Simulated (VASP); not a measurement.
# Cu (P6_3/mmc) in VASP: notebook, part 2 of 2

VASP 6.6.1.

### 3 Single point, PBE

This run uses another cell than the first one, of 11.23 Å³/atom, 1.021 times its volume.

Contents of INCAR:

```
ALGO = Fast
EDIFF = 1E-6
ENCUT = 520
GGA = PE
ISIF = 2
ISMEAR = -1
LASPH = T
LCHARG = F
LREAL = F
LWAVE = F
NBANDS = 30
NELM = 80
PREC = Accurate
SIGMA = 0.05
```

Contents of KPOINTS:

```
k-points
0
Gamma
  12 12 4
```

Contents of POSCAR:

```
Cu
1.0
    2.5137785214      0.0000000000      0.0000000000
   -1.2568892608      2.1769960591      0.0000000000
    0.0000000000      0.0000000000      8.2063649859
Cu
4
Direct
    0.6666666667      0.3333333333      0.7500000000
    0.0000000000      0.0000000000      0.5000000000
    0.3333333333      0.6666666667      0.2500000000
    0.0000000000      0.0000000000      0.0000000000
```

Potentials or basis: VASP PAW PBE potentials, release 64 (Cu).

The run is started by

```
cat potpaw_PBE.64/Cu/POTCAR > POTCAR
mpirun -np 1 vasp_std > vasp.out
```

OUTCAR:

```text
EDIFF = 1E-6
   ENCUT = 520
   GGA = PE
   ISIF = 2
   ISMEAR = -1
   LASPH = T
   LREAL = F
   NELM = 80
   PREC = Accurate

 ion  position               nearest neighbor table
   1  0.667  0.333  0.750-   2 2.51   4 2.51   2 2.51   4 2.51   2 2.51   4 2.51
   2  0.000  0.000  0.500-   1 2.51   3 2.51   1 2.51   3 2.51   1 2.51   3 2.51
   3  0.333  0.667  0.250-   2 2.51   4 2.51   2 2.51   4 2.51   2 2.51   4 2.51
   4  0.000  0.000  0.000-   1 2.51   3 2.51   1 2.51   3 2.51   1 2.51   3 2.51

  LATTYP: Found a hexagonal cell.
 ALAT       =     2.5137785214
 C/A-ratio  =     3.2645537051

  Lattice vectors:

 A1 = (   2.5137785214,   0.0000000000,   0.0000000000)
 A2 = (  -1.2568892608,   2.1769960591,   0.0000000000)
 A3 = (   0.0000000000,   0.0000000000,   8.2063649859)

Analysis of symmetry for initial positions (statically):
=====================================================================
 Subroutine PRICEL returns:
 Original cell was already a primitive cell.

 Routine SETGRP: Setting up the symmetry group for a
 hexagonal supercell.

 Subroutine GETGRP returns: Found 24 space group operations
 (whereof 12 operations were pure point group operations)
 out of a pool of 24 trial point group operations.

The static configuration has the point symmetry D_3d.
 The point group associated with its full space group is D_6h.

Analysis of symmetry for dynamics (positions and initial velocities):
=====================================================================
 Subroutine PRICEL returns:
 Original cell was already a primitive cell.

 Routine SETGRP: Setting up the symmetry group for a
 hexagonal supercell.

 Subroutine GETGRP returns: Found 24 space group operations
 (whereof 12 operations were pure point group operations)
 out of a pool of 24 trial point group operations.

The dynamic configuration has the point symmetry D_3d.
 The point group associated with its full space group is D_6h.

 Subroutine INISYM returns: Found 24 space group operations
 (whereof 12 operations are pure point group operations),
 and found     1 'primitive' translations

----------------------------------------------------------------------------------------

                                     Primitive cell

  volume of cell :      44.9092

  direct lattice vectors                    reciprocal lattice vectors
     2.513778521  0.000000000  0.000000000     0.397807520  0.229674279  0.000000000
    -1.256889261  2.176996059  0.000000000     0.000000000  0.459348558  0.000000000
     0.000000000  0.000000000  8.206364986     0.000000000  0.000000000  0.121856632

  length of vectors
     2.513778521  2.513778522  8.206364986     0.459348558  0.459348558  0.121856632

  position of ions in fractional coordinates (direct lattice)
     0.666666667  0.333333333  0.750000000
     0.000000000  0.000000000  0.500000000
     0.333333333  0.666666667  0.250000000
     0.000000000  0.000000000  0.000000000

  ion indices of the primitive-cell ions
   primitive index   ion index
                 1           1
                 2           2
                 3           3
                 4           4

----------------------------------------------------------------------------------------

 KPOINTS: k-points

Automatic generation of k-mesh.
 Grid dimensions read from file:
 generate k-points for:   12   12    4

 Generating k-lattice:

  Cartesian coordinates                     Fractional coordinates (reciprocal lattice)
     0.033150627  0.019139523  0.000000000     0.083333333  0.000000000  0.000000000
     0.000000000  0.038279046  0.000000000     0.000000000  0.083333333  0.000000000
     0.000000000  0.000000000  0.030464158     0.000000000  0.000000000  0.250000000

  Length of vectors
     0.038279046  0.038279046  0.030464158

  Shift w.r.t. Gamma in fractional coordinates (k-lattice)
     0.000000000  0.000000000  0.000000000

 Subroutine IBZKPT returns following result:
 ===========================================

 Found     57 irreducible k-points:

 Following reciprocal coordinates:
            Coordinates               Weight
  0.000000  0.000000  0.000000      1.000000
  0.083333  0.000000  0.000000      6.000000
  0.166667  0.000000  0.000000      6.000000
  0.250000  0.000000  0.000000      6.000000
  0.333333  0.000000  0.000000      6.000000
  0.416667  0.000000  0.000000      6.000000
[... 16 lines left out ...]
  0.250000  0.000000  0.250000     12.000000
  0.333333  0.000000  0.250000     12.000000
 [... further k-points ...]
   k-points           NKPTS =     57   k-points in BZ     NKDIM =     57   number of bands    NBANDS=     30
   number of dos      NEDOS =    301   number of ions     NIONS =      4
   total plane-waves  NPLWV =  25600
   dimension x,y,z NGX =    20 NGY =   20 NGZ =   64
   dimension x,y,z NGXF=    40 NGYF=   40 NGZF=  128
   ions per type =               4
   NGX,Y,Z   is equivalent  to a cutoff of  13.23, 13.23, 12.97 a.u.
   NGXF,Y,Z  is equivalent  to a cutoff of  26.45, 26.45, 25.93 a.u.
 SYSTEM =  unknown system
   PREC   = accura    normal or accurate (medium, high low for compatibility)
   ISTART =      0    job   : 0-new  1-cont  2-samecut
   ICHARG =      2    charge: 1-file 2-atom 10-const
   ISPIN  =      1    spin polarized calculation?
   LNONCOLLINEAR =      F non collinear calculations
   LSORBIT =      F    spin-orbit coupling
   LASPH  =      T    aspherical Exc in radial PAW
   ENCUT  =  520.0 eV  38.22 Ry    6.18 a.u.   4.67  4.67 15.26*2*pi/ulx,y,z
   NELM   =     80;   NELMIN=  2; NELMDL= -5     # of ELM steps
   EDIFF  = 0.1E-05   stopping-criterion for ELM
   LREAL  =      F    real-space projection
   EDIFFG = 0.1E-04   stopping-criterion for IOM
   NSW    =      0    number of steps for IOM
   IBRION =     -1    ionic relax: 0-MD 1-quasi-New 2-CG
   NFREE  =      0    steps in history (QN), initial steepest desc. (CG)
   ISIF   =      2    stress and relaxation
   ISYM   =      2    0-nonsym 1-usesym 2-fastsym
   POTIM  = 0.5000    time-step for ionic-motion
   TEBEG  =    0.0;   TEEND  =   0.0 temperature during run
   PSTRESS=    0.0 pullay stress
   NELECT =      44.0000    total number of electrons
   NUPDOWN=      -1.0000    fix difference up-down
   EMIN   =  10.00;   EMAX   =-10.00  energy-range for DOS
   EFERMI =   0.00;   METHOD = LEGACY
   ISMEAR =    -1;   SIGMA  =   0.05  broadening in eV -4-tet -1-fermi 0-gaus
   EFERMI_NEDOS =   21; number of points for ismear=-14 and -15
   IALGO  =     68    algorithm
   IMIX   =      4    mixing-type and parameters
     AMIX     =   0.40;   BMIX     =  1.00
     AMIX_MAG =   1.60;   BMIX_MAG =  1.00
  volume/ion in A,a.u.               =      11.23        75.77
  Fermi-wavevector in a.u.,A,eV,Ry     =   1.625975  3.072647 35.971016  2.643795
  Thomas-Fermi vector in A             =   2.719010
   LORBIT       =      0    0 simple, 1 ext, 2 COOP (PROOUT), +10 PAW based schemes
   GGA     = PE    functional components
   LHFCALC =     F    Hartree Fock is set to
   AEXX    =    0.0000 exact exchange contribution
   IVDW    =     0    specifies the selected vdW correction
   LEPSILON=     F    determine dielectric tensor
   LRPA    =     F    only Hartree local field effects (RPA)
 non-spin polarized calculation
 RMM-DIIS sequential band-by-band and
  energy-cutoff  :      520.00
  volume of cell :       44.91
 maximum number of plane-waves:      1231
 NGX is ok and might be reduce to    20
   NGX =  9   NGY =  9   NGZ = 31

 number of electron      43.9999977 magnetization

 Free energy of the ion-electron system (eV)
  ---------------------------------------------------
  ext. energy  EPLUGINS =         0.00000000
  ---------------------------------------------------
  free energy    TOTEN  =       -14.78732713 eV

  energy without entropy =      -14.77437209  energy(sigma->0) =      -14.78084961

 E-fermi :   8.1490     XC(G=0): -13.0223

 val. band max:        8.1250069876   @ k =   0.1667   0.0833   0.5000
 cond. band min:       8.2491855975   @ k =   0.5000   0.0000   0.5000
 fundamental gap:      0.1241786099
 Fermi energy:         8.1490361596

 k-point     1 :       0.0000    0.0000    0.0000
  band No.  band energies     occupation
      1      -1.5138      2.00000
      2       0.6731      2.00000
      3       0.6885      2.00000
      4       2.8598      2.00000
      5       4.7710      2.00000
      6       4.7730      2.00000
[... 781 lines left out ...]
     29      21.1486      0.00000
     30      21.9317      0.00000

 [... further k-points ...]
[... 5 lines left out ...]
  --------------------------------------------------------------------------------------
  -------------------------------------------------------------------------------------
  Total        3.1659272      3.1659272      3.0206810     -0.0000000      0.0000000      0.0000000
  in kB      112.9473436    112.9473436    107.7655522     -0.0000000      0.0000000      0.0000000
  external PRESSURE =     111.2200798 kB  Pullay stress =       0.0000000 kB

 VOLUME and BASIS-vectors are now :
 -----------------------------------------------------------------------------
  energy-cutoff  :      520.00
  volume of cell :       44.91
      direct lattice vectors                 reciprocal lattice vectors
     2.513778521  0.000000000  0.000000000     0.397807520  0.229674279  0.000000000
    -1.256889261  2.176996059  0.000000000     0.000000000  0.459348558  0.000000000
     0.000000000  0.000000000  8.206364986     0.000000000  0.000000000  0.121856632

 POSITION                                       TOTAL-FORCE (eV/Angst)
 -----------------------------------------------------------------------------------
      1.25689      0.72567      6.15477        -0.000000     -0.000000      0.000000
      0.00000      0.00000      4.10318        -0.000000      0.000000     -0.000000
     -0.00000      1.45133      2.05159         0.000000      0.000000     -0.000000
      0.00000      0.00000      0.00000        -0.000000      0.000000     -0.000000
 -----------------------------------------------------------------------------------
    total drift:                                0.000000     -0.000000      0.000000

  FREE ENERGIE OF THE ION-ELECTRON SYSTEM (eV)
  ---------------------------------------------------
  free  energy   TOTEN  =       -14.7873271295 eV

  energy  without entropy=      -14.7743720877  energy(sigma->0) =      -14.78084961
```

OSZICAR:

```text
N       E                     dE             d eps       ncg     rms          rms(c)
DAV:   1     0.335922452542E+03    0.33592E+03   -0.19843E+04  3652   0.269E+03
DAV:   2     0.130516293796E+02   -0.32287E+03   -0.31045E+03  3420   0.396E+02
DAV:   3    -0.176939414286E+02   -0.30746E+02   -0.29131E+02  3738   0.168E+02
DAV:   4    -0.184802508561E+02   -0.78631E+00   -0.78479E+00  3946   0.364E+01
DAV:   5    -0.184910939160E+02   -0.10843E-01   -0.10842E-01  4376   0.419E+00    0.155E+01
RMM:   6    -0.159658205840E+02    0.25253E+01   -0.28019E+01  3775   0.794E+01    0.791E+00
RMM:   7    -0.148228689530E+02    0.11430E+01   -0.52239E+00  3726   0.366E+01    0.186E+00
RMM:   8    -0.147865132665E+02    0.36356E-01   -0.22014E-01  3960   0.317E+00    0.360E-01
RMM:   9    -0.147869555965E+02   -0.44233E-03   -0.44031E-02  4073   0.286E+00    0.167E-01
RMM:  10    -0.147870662516E+02   -0.11066E-03   -0.11284E-02  4120   0.114E+00    0.663E-02
RMM:  11    -0.147873926512E+02   -0.32640E-03   -0.23752E-03  4180   0.572E-01    0.113E-01
RMM:  12    -0.147872832876E+02    0.10936E-03   -0.95997E-04  4130   0.304E-01    0.605E-03
RMM:  13    -0.147873193993E+02   -0.36112E-04   -0.33198E-04  4256   0.149E-01    0.714E-03
RMM:  14    -0.147873249706E+02   -0.55713E-05   -0.53886E-05  3774   0.693E-02    0.838E-03
RMM:  15    -0.147873264530E+02   -0.14824E-05   -0.25095E-05  3774   0.590E-02    0.290E-03
RMM:  16    -0.147873271295E+02   -0.67648E-06   -0.94390E-06  3048   0.210E-02
   1 F= -.14787327E+02 E0= -.14780850E+02  d E =-.129550E-01
```

Wall time 42 s (1 thread of Intel Xeon 6975P-C (Granite Rapids), shared host); peak memory 0.18 GiB.

What came out:

```yaml
Free_energy: -14.7873 eV
Pressure: 11.1 GPa
Band_gap_on_the_k_mesh: zero (band 22 reaches 11.68 eV, above the bottom of band 23 at 6.38 eV)
```

### 4 Single point, PBE

This run uses another cell than the first one, of 11.46 Å³/atom, 1.042 times its volume.

Contents of INCAR:

```
SYSTEM = Cu
  PREC = Accurate
  ENCUT = 520
  EDIFF = 1E-7
  ISMEAR = -1
  SIGMA = 0.05
  LREAL = .False.
  LASPH = .True.
  NELM = 60
  ALGO = Fast
  ISIF = 2
  LWAVE = .False.
  LCHARG = .True.
  GGA = PE
  LELF = .True.
  LVHAR = .True.
  NBANDS = 30
```

Contents of KPOINTS:

```
regular mesh
0
Gamma
  12 12 4
  0 0 0
```

Contents of POSCAR:

```
Cu
1.0
    2.5307640267      0.0000000000      0.0000000000
   -1.2653820134      2.1917059381      0.0000000000
    0.0000000000      0.0000000000      8.2618150800
Cu
4
Direct
    0.6666666667      0.3333333333      0.7500000000
    0.0000000000      0.0000000000      0.5000000000
    0.3333333333      0.6666666667      0.2500000000
    0.0000000000      0.0000000000      0.0000000000
```

The run is started by

```
cat potpaw_PBE.64/Cu/POTCAR > POTCAR
mpirun -np 1 vasp_std > vasp.out
```

Run time: 47 s. Hardware: 1 thread of Intel Xeon 6975P-C (Granite Rapids), shared host; peak memory 0.19 GiB.

It converged, with:

```yaml
Free_energy: -14.8405 eV
Pressure: 7.4 GPa
Band_gap_on_the_k_mesh: zero (band 22 reaches 11.38 eV, above the bottom of band 23 at 6.14 eV)
```

Stress tensor (GPa, compression positive):
```
7.54 0.00 0.00
0.00 7.54 0.00
0.00 0.00 7.02
```

Levels at points of the mesh, in eV from the Fermi level:
| k point | band 19 | band 20 | band 21 | band 22 | band 23 | band 24 | band 25 | band 26 |
| --- | --- | --- | --- | --- | --- | --- | --- | --- |
| (0.00, 0.00, 0.00) | -2.08 | -1.92 | -1.92 | -1.62 | -1.62 | -1.00 | 4.00 | 12.80 |
| (0.50, 0.00, 0.00) | -1.48 | -1.46 | -0.58 | 0.46 | 1.07 | 1.65 | 4.82 | 4.84 |
| (0.00, 0.00, 0.50) | -2.21 | -2.21 | -1.74 | -1.74 | -1.74 | -1.74 | 7.16 | 7.16 |
| (0.50, 0.00, 0.50) | -1.48 | -1.48 | 0.11 | 0.11 | 1.45 | 1.45 | 5.32 | 5.32 |

### 5 Single point, PBE

This run uses another cell than the first one, of 11.69 Å³/atom, 1.062 times its volume.

Contents of INCAR:

```
SYSTEM = Cu
PREC = Accurate ; ENCUT = 520
EDIFF = 1E-6 ; ISMEAR = -1
SIGMA = 0.05 ; LREAL = .FALSE.
LASPH = .TRUE. ; NELM = 100
ALGO = Fast ; ISIF = 2
LWAVE = .FALSE. ; LCHARG = .FALSE.
GGA = PE ; NBANDS = 30
```

Contents of KPOINTS:

```
regular mesh
0
G
  12 12 4
  0 0 0
```

Contents of POSCAR:

```
Cu
1.0
    2.5475245418      0.0000000000      0.0000000000
   -1.2737622710      2.2062209700      0.0000000000
    0.0000000000      0.0000000000      8.3165306817
Cu
4
Direct
    0.6666666667      0.3333333333      0.7500000000
    0.0000000000      0.0000000000      0.5000000000
    0.3333333333      0.6666666667      0.2500000000
    0.0000000000      0.0000000000      0.0000000000
```

The run is started by

```
cat potpaw_PBE.64/Cu/POTCAR > POTCAR
mpirun -np 1 vasp_std > vasp.out
```

Wall time 42 s (1 thread of Intel Xeon 6975P-C (Granite Rapids), shared host); peak memory 0.19 GiB.

It converged, with:

```yaml
Free_energy: -14.8738 eV
Pressure: 4.1 GPa
Band_gap_on_the_k_mesh: zero (band 22 reaches 11.10 eV, above the bottom of band 23 at 5.91 eV)
```

Stress tensor (GPa, compression positive):
```
4.27 0.00 0.00
0.00 4.27 0.00
0.00 0.00 3.74
```

Levels at points of the mesh, in eV from the Fermi level:
```csv
k point,band 20,band 21,band 22,band 23,band 24,band 25
"(0.00, 0.00, 0.00)",-1.89,-1.89,-1.60,-1.60,-0.94,3.90
"(0.50, 0.00, 0.00)",-1.44,-0.54,0.49,1.05,1.63,4.71
"(0.00, 0.00, 0.50)",-2.17,-1.72,-1.72,-1.72,-1.72,7.05
"(0.50, 0.00, 0.50)",-1.47,0.13,0.13,1.44,1.44,5.23
```

### 6 Summary

```tsv
cell	gap on the mesh (eV)	pressure (GPa)
a = 2.497, b = 2.497, c = 8.150 Å, angles 90.0, 90.0, 120.0°, 4 atoms	none	15.2
a = 2.514, b = 2.514, c = 8.206 Å, angles 90.0, 90.0, 120.0°, 4 atoms	none	11.1
a = 2.531, b = 2.531, c = 8.262 Å, angles 90.0, 90.0, 120.0°, 4 atoms	none	7.4
a = 2.548, b = 2.548, c = 8.317 Å, angles 90.0, 90.0, 120.0°, 4 atoms	none	4.1
```

Alike in all rows: task single point; level PBE; potentials or basis VASP PAW PBE potentials, release 64 (Cu); no spin polarisation; k mesh 12 × 12 × 4; cutoff (eV) 520; smearing fermi-dirac 0.05 eV.

Total energies depend on the potentials used, so only differences within one code and one set of settings carry meaning.
